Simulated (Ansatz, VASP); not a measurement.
**ZnF2 in VASP and in Ansatz**

```xyz
6
Lattice="4.7522 0.0000 0.0000 0.0000 4.7522 0.0000 0.0000 0.0000 3.1658" Properties=species:S:1:pos:R:3 pbc="T T T"
Zn    0.0000    0.0000    0.0000
Zn    2.3761    2.3761    1.5829
F     1.4423    1.4423    0.0000
F     0.9338    3.8184    1.5829
F     3.3099    3.3099    0.0000
F     3.8184    0.9338    1.5829
```

Alike in both runs: task single point; functional LDA; k mesh 4 × 4 × 6; no spin polarisation.

|  | VASP | Ansatz |
| --- | --- | --- |
| version | VASP 6.6.1 | Ansatz 0.2.0 |
| potentials or method | VASP PAW LDA potentials, release 64 (Zn, F), cutoff 600 eV | PAW plane waves |
| occupations | tetrahedron | tetrahedron-uncorrected |
| valence electrons in the cell | 52 | 52 |

|  | VASP | Ansatz | Ansatz less VASP |
| --- | --- | --- | --- |
| gap on the k mesh at the Fermi level (eV) | 3.27 | 3.31 | +0.042 |
| pressure (GPa) | -8.2 | -8.6 | -0.40 |
| traceless stress, the component that is largest in VASP (GPa) | -0.93 | -1.11 | -0.174 |
| rms of the force components (eV/Å) | 0.046 | 0.050 | +0.0049 |

LDA's correlation is that of Perdew and Zunger in VASP and of Perdew and Wang (1992) in Ansatz. Atom by atom the forces differ by 0.005 eV/Å (rms over components). Ansatz's warnings: band table not solved further.
